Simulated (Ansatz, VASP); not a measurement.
## LiCl in VASP and in Ansatz

INCAR

```
SYSTEM = LiCl
ALGO = Normal ; EDIFF = 1E-6
ENCUT = 520 ; GGA = PS
ISIF = 2 ; ISMEAR = 0
LASPH = .True. ; LCHARG = .False.
LREAL = .False. ; LWAVE = .False.
NBANDS = 12 ; NELM = 60
PREC = Accurate ; SIGMA = 0.05
```

The input KPOINTS:

```
k-points
0
Gamma
  10 10 10
  0 0 0
```

File POSCAR:

```
LiCl
1.0
    0.0000000000      2.5321515235      2.5321515235
    2.5321515235      0.0000000000      2.5321515235
    2.5321515235      2.5321515235      0.0000000000
Li Cl
1 1
Direct
    0.0000000000      0.0000000000      0.0000000000
    0.5039492107      0.4960507893      0.5039492107
```

Input for Ansatz:

```yaml
crystal:
  lattice:
    - [0.0, 2.5321515235, 2.5321515235]
    - [2.5321515235, 0.0, 2.5321515235]
    - [2.5321515235, 2.5321515235, 0.0]
  atoms:
    - { symbol: Li, position: [0.0, 0.0, 0.0] }
    - { symbol: Cl, position: [0.5039492107, 0.4960507893, 0.5039492107] }
basis:
  ecutwfc: 420
  ecutrho_ratio: 4
kpoints:
  mp_grid: { grid: [10, 10, 10] }
hamiltonian:
  xc: pbesol
scf:
  occupations: { method: gaussian, width: 0.05 }
output:
  forces: true
  stress: true
  eigenvalues: true
```

Alike in both runs: task single point; functional PBEsol; k mesh 10 × 10 × 10; occupations gaussian, width 0.05 eV; no spin polarisation.

```csv
,VASP,Ansatz
version,VASP 6.6.1,Ansatz 0.2.0
potentials or method,"VASP PAW PBE potentials, release 64 (Li_sv, Cl), cutoff 520 eV","scalar-relativistic, plane waves, PAW"
valence electrons in the cell,10,10
```

|  | VASP | Ansatz | Ansatz less VASP |
| --- | --- | --- | --- |
| gap on the k mesh at the Fermi level (eV) | 6.36 | 6.35 | -0.010 |
| least direct gap on the mesh (eV) | 6.36 | 6.35 | -0.010 |
| rms of the force components (eV/Å) | 0.011 | 0.010 | -0.0003 |

VASP's potentials were made for PBE, not for PBEsol. Atom by atom the forces differ by 0.000 eV/Å (rms over components).

Noted on VASP's run: the cutoff is short for stress, so the pressure is rough.
